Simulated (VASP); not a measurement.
Wanted: the native input for a VASP 6.6.1 run.

| Item | Value |
| --- | --- |
| Task | single point |
| Functional | PBE |
| Potentials or basis | VASP PAW PBE potentials, release 64 (Te, Ru_pv, Rh_pv) |
| Cutoff | 520 eV |
| k mesh | 4 × 4 × 4 |
| Occupations | gaussian, width 0.1 eV |
| Spin | no spin polarisation |
| Dipole correction | no |
| Further INCAR settings | ALGO = Normal; EDIFF = 1e-07; NBANDS = 48 |

The structure of TeRu4Rh lies in POSCAR:

```
TeRu4Rh
1.0
    0.0000000000      3.6420264621      3.6420264621
    3.6420264621      0.0000000000      3.6420264621
    3.6420264621      3.6420264621      0.0000000000
Te Ru Rh
1 4 1
Direct
    0.7500000000      0.7500000000      0.7500000000
    0.3736738255      0.8789785234      0.3736738255
    0.3736738255      0.3736738255      0.8789785234
    0.3736738255      0.3736738255      0.3736738255
    0.8789785234      0.3736738255      0.3736738255
    0.0000000000      0.0000000000      0.0000000000
```

The input as run:

INCAR

```
ALGO = Normal
EDIFF = 1E-7
ENCUT = 520
GGA = PE
ISIF = 2
ISMEAR = 0
LASPH = True
LCHARG = True
LELF = True
LREAL = False
LVHAR = True
LWAVE = False
NBANDS = 48
NELM = 60
PREC = Accurate
SIGMA = 0.1
```

KPOINTS

```
k-points
0
Gamma
  4 4 4
```

Potentials or basis: VASP PAW PBE potentials, release 64 (Te, Ru_pv, Rh_pv).

The run is started by

```bash
$ cat potpaw_PBE.64/Te/POTCAR potpaw_PBE.64/Ru_pv/POTCAR potpaw_PBE.64/Rh_pv/POTCAR > POTCAR
$ mpirun -np 1 vasp_std > vasp.out
```

Results of the run:

```yaml
Pressure: -0.1 GPa
Largest_force: 0.061 eV/Å
Band_gap_on_the_k_mesh: zero (an odd number of electrons rules out a gap without spin polarisation)
```

Caveat: the k points lie up to 0.37 Å⁻¹ apart, too coarse for converged energies and pressures of a metal; spin-orbit coupling is left out, which moves the levels of the heavy elements.

Wall time 68 s on 1 thread of Oxide Virtual Turin-like Processor, with other jobs on the host, peak memory 0.22 GiB.
